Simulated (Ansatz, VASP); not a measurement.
## One calculation of SrO, two programs

File INCAR:

```
ALGO = Normal ; EDIFF = 1E-6
ENCUT = 600 ; GGA = PE
GGA_COMPAT = False ; ISIF = 2
ISMEAR = -1 ; LASPH = True
LCHARG = False ; LREAL = False
LWAVE = False ; NBANDS = 15
NELM = 120 ; PREC = Accurate
SIGMA = 0.1
```

The input KPOINTS:

```
k-points
0
Gamma
  6 6 6
```

The input POSCAR:

```
SrO
1.0
    0.0000000000      2.5806600000      2.5806600000
    2.5806600000      0.0000000000      2.5806600000
    2.5806600000      2.5806600000      0.0000000000
Sr O
1 1
Direct
    0.0000000000      0.0000000000      0.0000000000
    0.5000000000      0.5000000000      0.5000000000
```

Input for Ansatz:

```yaml
crystal:
  lattice:
    - [0.0, 2.58066, 2.58066]
    - [2.58066, 0.0, 2.58066]
    - [2.58066, 2.58066, 0.0]
  atoms:
    - { symbol: Sr, position: [0.0, 0.0, 0.0] }
    - { symbol: O, position: [0.5, 0.5, 0.5] }
hamiltonian:
  xc: pbe
  pseudopotentials: { kind: paw }
basis:
  ecutwfc: 420
kpoints:
  mp_grid: { grid: [6, 6, 6] }
scf:
  occupations: { method: fermi_dirac, width: 0.1 }
  lower_state_search: "off"
  n_extra_bands: 12
  max_iter: 80
output:
  forces: true
  stress: true
```

Alike in both runs: task single point; functional PBE; k mesh 6 × 6 × 6; occupations fermi-dirac, width 0.1 eV; no spin polarisation.

|  | VASP | Ansatz |
| --- | --- | --- |
| version | VASP 6.6.1 | Ansatz 0.2.0 |
| potentials or method | VASP PAW PBE potentials, release 64 (Sr_sv, O), cutoff 600 eV | PAW, plane waves, scalar-relativistic |
| valence electrons in the cell | 16 | 16 |

VASP gave:

- pressure (GPa): 2.2

Task: Estimate Ansatz's values.

Result: Pressure (GPa): 1.7.

The functional is the same, so the differences come from potentials, cutoffs and numerics.
